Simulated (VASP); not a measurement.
# Ti in VASP: relaxation of the atoms with LDA

Aim: the relaxation of the atoms of Ti with LDA.

Everything below comes from runs of VASP 6.6.1. Logs are shortened: lines on timing, memory, paths and dates and some standing lists are left out, and cuts for length are marked.

### 1 The cell of the first run

The cell holds a slab with vacuum, 5 atoms: a = 2.864 Å, b = 2.864 Å, c = 23.071 Å, α = 90.00°, β = 90.00°, γ = 120.00°.

### 2 Relaxation of the atoms, LDA

Input file INCAR:

```
SYSTEM = Ti
PREC = Accurate
ENCUT = 520
EDIFF = 1E-7
ISMEAR = 0
SIGMA = 0.1
LREAL = .FALSE.
LASPH = .TRUE.
NELM = 60
ALGO = Normal
ISIF = 2
LWAVE = .FALSE.
LCHARG = .FALSE.
LDIPOL = .TRUE.
IDIPOL = 3
DIPOL = 0.5 0.5 0.500
IBRION = 2
NSW = 70
EDIFFG = -0.03
```

Input file KPOINTS:

```
regular mesh
0
G
  12 12 1
  0 0 0
```

Input file POSCAR:

```
Ti
1.0
    2.8641158409      0.0000000000      0.0000000000
   -1.4320579204      2.4803970776      0.0000000000
    0.0000000000      0.0000000000     23.0707499111
Ti
5
Selective dynamics
Direct
    0.6666666667      0.3333333333      0.3034144979  F F F
    0.3333333333      0.6666666667      0.4017072489  F F F
    0.6666666667      0.3333333333      0.5000000000  T T T
    0.3333333333      0.6666666667      0.5982927511  T T T
    0.6666666667      0.3333333333      0.6965855021  T T T
```

Potentials or basis: VASP PAW LDA potentials, release 64 (Ti_sv).

On the command line:

```console
$ cat potpaw_LDA.64/Ti_sv/POTCAR > POTCAR
$ mpirun -np 1 vasp_std > vasp.out
```

OUTCAR:

```text
SYSTEM = Ti
   PREC = Accurate
   ENCUT = 520
   EDIFF = 1E-7
   ISMEAR = 0
   LREAL = .FALSE.
   LASPH = .TRUE.
   NELM = 60
   ISIF = 2
   IBRION = 2
   NSW = 70
   EDIFFG = -0.03

 ion  position               nearest neighbor table
   1  0.667  0.333  0.303-   2 2.81   2 2.81   2 2.81
   2  0.333  0.667  0.402-   1 2.81   1 2.81   1 2.81   3 2.81   3 2.81   3 2.81
   3  0.667  0.333  0.500-   2 2.81   4 2.81   2 2.81   4 2.81   2 2.81   4 2.81
   4  0.333  0.667  0.598-   5 2.81   5 2.81   5 2.81   3 2.81   3 2.81   3 2.81
   5  0.667  0.333  0.697-   4 2.81   4 2.81   4 2.81

  LATTYP: Found a hexagonal cell.
 ALAT       =     2.8641158409
 C/A-ratio  =     8.0551036315

  Lattice vectors:

 A1 = (   2.8641158409,   0.0000000000,   0.0000000000)
 A2 = (  -1.4320579204,   2.4803970776,   0.0000000000)
 A3 = (   0.0000000000,   0.0000000000,  23.0707499111)

Analysis of symmetry for initial positions (statically):
=====================================================================
 Subroutine PRICEL returns:
 Original cell was already a primitive cell.

 Routine SETGRP: Setting up the symmetry group for a
 hexagonal supercell.

 Subroutine GETGRP returns: Found 12 space group operations
 (whereof 12 operations were pure point group operations)
 out of a pool of 24 trial point group operations.

The static configuration has the point symmetry D_3h.

Analysis of symmetry for dynamics (positions and initial velocities):
=====================================================================
 Subroutine PRICEL returns:
 Original cell was already a primitive cell.

 Routine SETGRP: Setting up the symmetry group for a
 hexagonal supercell.

 Subroutine GETGRP returns: Found 12 space group operations
 (whereof 12 operations were pure point group operations)
 out of a pool of 24 trial point group operations.

The dynamic configuration has the point symmetry D_3h.

Analysis of constrained symmetry for selective dynamics:
=====================================================================
 Subroutine PRICEL returns:
 Original cell was already a primitive cell.

 Routine SETGRP: Setting up the symmetry group for a
 hexagonal supercell.

 Subroutine GETGRP returns: Found  6 space group operations
 (whereof  6 operations were pure point group operations)
 out of a pool of 24 trial point group operations.

The constrained configuration has the point symmetry C_3v.

 Subroutine INISYM returns: Found  6 space group operations
 (whereof  6 operations are pure point group operations),
 and found     1 'primitive' translations

----------------------------------------------------------------------------------------

                                     Primitive cell

  volume of cell :     163.8979

  direct lattice vectors                    reciprocal lattice vectors
     2.864115841  0.000000000  0.000000000     0.349147889  0.201580628  0.000000000
    -1.432057920  2.480397078  0.000000000     0.000000000  0.403161256  0.000000000
     0.000000000  0.000000000 23.070749911     0.000000000  0.000000000  0.043344928

  length of vectors
     2.864115841  2.864115841 23.070749911     0.403161256  0.403161256  0.043344928

  position of ions in fractional coordinates (direct lattice)
     0.666666667  0.333333333  0.303414498
     0.333333333  0.666666667  0.401707249
     0.666666667  0.333333333  0.500000000
     0.333333333  0.666666667  0.598292751
     0.666666667  0.333333333  0.696585502

  ion indices of the primitive-cell ions
   primitive index   ion index
[... 35 lines left out ...]
  0.083333  0.000000  0.000000      6.000000
  0.166667  0.000000  0.000000      6.000000
  0.250000  0.000000  0.000000      6.000000
  0.333333  0.000000  0.000000      6.000000
  0.416667  0.000000  0.000000      6.000000
[... 11 lines left out ...]
  0.333333  0.250000  0.000000     12.000000
  0.333333  0.333333  0.000000      2.000000
   k-points           NKPTS =     19   k-points in BZ     NKDIM =     19   number of bands    NBANDS=     36
   number of dos      NEDOS =    301   number of ions     NIONS =      5
   total plane-waves  NPLWV = 103680
   dimension x,y,z NGX =    24 NGY =   24 NGZ =  180
   dimension x,y,z NGXF=    48 NGYF=   48 NGZF=  360
   ions per type =               5
   NGX,Y,Z   is equivalent  to a cutoff of  13.93, 13.93, 12.97 a.u.
   NGXF,Y,Z  is equivalent  to a cutoff of  27.86, 27.86, 25.94 a.u.
 SYSTEM =  Ti
   PREC   = accura    normal or accurate (medium, high low for compatibility)
   ISTART =      0    job   : 0-new  1-cont  2-samecut
   ICHARG =      2    charge: 1-file 2-atom 10-const
   ISPIN  =      1    spin polarized calculation?
   LNONCOLLINEAR =      F non collinear calculations
   LSORBIT =      F    spin-orbit coupling
   LASPH  =      T    aspherical Exc in radial PAW
   ENCUT  =  520.0 eV  38.22 Ry    6.18 a.u.   5.33  5.33 42.90*2*pi/ulx,y,z
   NELM   =     60;   NELMIN=  2; NELMDL= -5     # of ELM steps
   EDIFF  = 0.1E-06   stopping-criterion for ELM
   LREAL  =      F    real-space projection
   EDIFFG = -.3E-01   stopping-criterion for IOM
   NSW    =     70    number of steps for IOM
   IBRION =      2    ionic relax: 0-MD 1-quasi-New 2-CG
   NFREE  =      1    steps in history (QN), initial steepest desc. (CG)
   ISIF   =      2    stress and relaxation
   ISYM   =      2    0-nonsym 1-usesym 2-fastsym
   POTIM  = 0.5000    time-step for ionic-motion
   TEBEG  =    0.0;   TEEND  =   0.0 temperature during run
   PSTRESS=    0.0 pullay stress
   NELECT =      60.0000    total number of electrons
   NUPDOWN=      -1.0000    fix difference up-down
   EMIN   =  10.00;   EMAX   =-10.00  energy-range for DOS
   EFERMI =   0.00;   METHOD = LEGACY
   ISMEAR =     0;   SIGMA  =   0.10  broadening in eV -4-tet -1-fermi 0-gaus
   EFERMI_NEDOS =   21; number of points for ismear=-14 and -15
   IALGO  =     38    algorithm
   IMIX   =      4    mixing-type and parameters
     AMIX     =   0.40;   BMIX     =  1.00
     AMIX_MAG =   1.60;   BMIX_MAG =  1.00
  volume/ion in A,a.u.               =      32.78       221.21
  Fermi-wavevector in a.u.,A,eV,Ry     =   1.171118  2.213093 18.660635  1.371518
  Thomas-Fermi vector in A             =   2.307567
   LORBIT       =      0    0 simple, 1 ext, 2 COOP (PROOUT), +10 PAW based schemes
   GGA     = CA    functional components
   LHFCALC =     F    Hartree Fock is set to
   AEXX    =    0.0000 exact exchange contribution
   IVDW    =     0    specifies the selected vdW correction
   LEPSILON=     F    determine dielectric tensor
   LRPA    =     F    only Hartree local field effects (RPA)
 conjugate gradient relaxation of ions
 non-spin polarized calculation
 Gauss-broadening in eV      SIGMA  =   0.10
  energy-cutoff  :      520.00
  volume of cell :      163.90
 maximum number of plane-waves:      4455
 NGX is ok and might be reduce to    24
   NGX = 11   NGY = 11   NGZ = 85

--------------------------------------- Ionic step        1  -------------------------------------------

 number of electron      60.0000009 magnetization

 Free energy of the ion-electron system (eV)
  ---------------------------------------------------
  ext. energy  EPLUGINS =         0.00000000
  ---------------------------------------------------
  free energy    TOTEN  =       -40.68607779 eV

  energy without entropy =      -40.63987822  energy(sigma->0) =      -40.66297800

------------------------ aborting loop because EDIFF is reached ----------------------------------------

  FORCE on cell =-STRESS in cart. coord.  units (eV):
  Direction    XX          YY          ZZ          XY          YZ          ZX
  --------------------------------------------------------------------------------------
  -------------------------------------------------------------------------------------
  Total       -2.0563748     -2.0563748     -2.3550156     -0.0000000     -0.0000000      0.0000000
  in kB      -20.1020044    -20.1020044    -23.0213543     -0.0000000     -0.0000000      0.0000000
  external PRESSURE =     -21.0751210 kB  Pullay stress =       0.0000000 kB
[... 145 lines left out ...]
 number of electron      60.0000008 magnetization

------------------------ aborting loop because EDIFF is reached ----------------------------------------

 vacuum level on the upper side and lower side of the slab       (xc-potential included)        -0.182        -0.056

  FORCE on cell =-STRESS in cart. coord.  units (eV):
  Direction    XX          YY          ZZ          XY          YZ          ZX
  --------------------------------------------------------------------------------------
  -------------------------------------------------------------------------------------
  Total       -1.6393034     -1.6393034     -1.5241101     -0.0000000      0.0000000      0.0000000
  in kB      -16.0249406    -16.0249406    -14.8988732     -0.0000000      0.0000000      0.0000000
  external PRESSURE =     -15.6495848 kB  Pullay stress =       0.0000000 kB
[... 20 lines left out ...]
  FREE ENERGIE OF THE ION-ELECTRON SYSTEM (eV)
  ---------------------------------------------------
  free  energy   TOTEN  =       -40.7455851850 eV

  energy  without entropy=      -40.7035983565  energy(sigma->0) =      -40.72459177

 dipolmoment           0.000000      0.000000      0.013841 electrons x Angstroem

--------------------------------------- Ionic step        6  -------------------------------------------

 number of electron      60.0000005 magnetization

 dipolmoment           0.000000      0.000000     -0.005150 electrons x Angstroem

 Free energy of the ion-electron system (eV)
  ---------------------------------------------------
  ext. energy  EPLUGINS =         0.00000000
  ---------------------------------------------------
  free energy    TOTEN  =       -40.74639068 eV

  energy without entropy =      -40.70475369  energy(sigma->0) =      -40.72557219

 E-fermi :   2.1275     XC(G=0):  -6.8945

 val. band max:        2.1044936420   @ k =   0.0833   0.0833   0.0000
 cond. band min:       2.1309429748   @ k =   0.3333   0.2500   0.0000
 fundamental gap:      0.0264493328
 Fermi energy:         2.1274778627

 k-point     1 :       0.0000    0.0000    0.0000
  band No.  band energies     occupation
      1     -54.0243      2.00000
      2     -53.9829      2.00000
      3     -53.8460      2.00000
      4     -53.7650      2.00000
      5     -53.6995      2.00000
      6     -30.9575      2.00000
[... 730 lines left out ...]
     35       2.3792      0.00037
     36       2.4361      0.00001

------------------------ aborting loop because EDIFF is reached ----------------------------------------

 vacuum level on the upper side and lower side of the slab       (xc-potential included)        -0.073         0.052

  FORCE on cell =-STRESS in cart. coord.  units (eV):
  Direction    XX          YY          ZZ          XY          YZ          ZX
  --------------------------------------------------------------------------------------
  -------------------------------------------------------------------------------------
  Total       -1.6188286     -1.6188286     -1.4697595     -0.0000000      0.0000000     -0.0000000
  in kB      -15.8247901    -15.8247901    -14.3675710     -0.0000000      0.0000000     -0.0000000
  external PRESSURE =     -15.3390504 kB  Pullay stress =       0.0000000 kB
[... 20 lines left out ...]
  FREE ENERGIE OF THE ION-ELECTRON SYSTEM (eV)
  ---------------------------------------------------
  free  energy   TOTEN  =       -40.7463906830 eV

  energy  without entropy=      -40.7047536880  energy(sigma->0) =      -40.72557219

 reached required accuracy - stopping structural energy minimisation

 vacuum level on the upper side and lower side of the slab         6.787         6.909
```

Run time: 11 min. Hardware: 1 thread of AMD EPYC 9R45 (Zen 5), shared host; peak memory 0.25 GiB.

Results:

```
Free energy               : -40.7464 eV
Energy gained by relaxing : 12.1 meV/atom
Ionic steps               : 6
Band gap on the k mesh    : zero (bands 30 and 31 overlap by 0.99 eV)
```

Step by step:
```tsv
step	energy change (eV)	largest force on free atoms (eV/Å)	pressure (GPa)
1	0.0000	0.7226	-2.11
2	-0.0367	0.4624	-1.93
3	-0.0584	0.1418	-1.57
4	-0.0584	0.1388	-1.58
5	-0.0595	0.0894	-1.56
6	-0.0603	0.0037	-1.53
```

Final structure:
```
Ti
1.0
     2.86412    0.00000    0.00000
    -1.43206    2.48040    0.00000
     0.00000    0.00000   23.07075
Ti
5
Direct
  0.66667 0.33333 0.30341
  0.33333 0.66667 0.40171
  0.66667 0.33333 0.50105
  0.33333 0.66667 0.60178
  0.66667 0.33333 0.69306
```

The gap in the log of VASP goes by the Fermi energy; the results here count the filled bands.